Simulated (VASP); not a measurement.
Crystal: Pd.

```
CELL_PARAMETERS angstrom
0.00000 1.94650 1.94650
1.94650 0.00000 1.94650
1.94650 1.94650 0.00000
ATOMIC_POSITIONS crystal
Pd 0.00000 0.00000 0.00000
```

Base run:

```yaml
Program: VASP 6.6.1
Functional: PBE
Potentials_or_basis: VASP PAW PBE potentials, release 64 (Pd)
Cutoff: 520 eV
k_mesh: 17 × 17 × 17
Occupations: fermi-dirac, width 0.08 eV
Spin: collinear spin
Starting_moments: "[0.15] μB"
Fixed_moment: 0.15 μB
```

Its results: pressure 7.1 GPa; net moment 0.15 μB per cell.

Question: After a change of settings the same cell gave: pressure 7.0 GPa; net moment 0.00 μB per cell. Which change was it?
A. fixed moment from 0.15 μB to 0.3 μB; moments at the start from [0.15] to [0.3]
B. fixed moment from 0.15 μB to none; moments at the start from [0.15] to [0.6]
C. fixed moment from 0.15 μB to 0.5 μB; moments at the start from [0.15] to [0.5]
D. fixed moment from 0.15 μB to 0.8 μB; moments at the start from [0.15] to [0.8]

Answer: B.

Caveats: the cell stands under pressure; the total moment is fixed, so each spin has its own Fermi level (at least some runs).
